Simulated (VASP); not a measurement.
A run of VASP 6.6.1:

File INCAR:

```
PREC = Accurate
ENCUT = 520
EDIFF = 1E-7
ISMEAR = 0
SIGMA = 0.15
LREAL = F
LASPH = T
NELM = 80
ALGO = Fast
ISIF = 2
LWAVE = F
LCHARG = F
GGA = CA
NBANDS = 38
```

Contents of KPOINTS:

```
regular mesh
0
Gamma
  18 18 6
```

The input POSCAR:

```
Rh
1.0
    2.2188102921      0.0000000000      0.0000000000
   -1.1094051460      2.4278216928      0.0000000000
    0.0000000000      0.0000000000      9.6202383977
Rh
4
Direct
    0.0000000000      0.0000000000      0.0000000000
    0.3333333333      0.6666666667      0.2500000000
    0.0000000000      0.0000000000      0.5000000000
    0.6666666667      0.3333333333      0.7500000000
```

Potentials or basis: VASP PAW LDA potentials, release 64 (Rh_pv).

Command:

```console
$ cat potpaw_LDA.64/Rh_pv/POTCAR > POTCAR
$ mpirun -np 1 vasp_std > vasp.out
```

Hardware: 1 thread of Oxide Virtual Turin-like Processor (shared host).

Problem. How long does it take, and how much memory?

Solution. Wall time 15 min on 1 thread of Oxide Virtual Turin-like Processor (shared host), peak memory 0.5 GiB. Counts: scf iterations 16, k points 364.
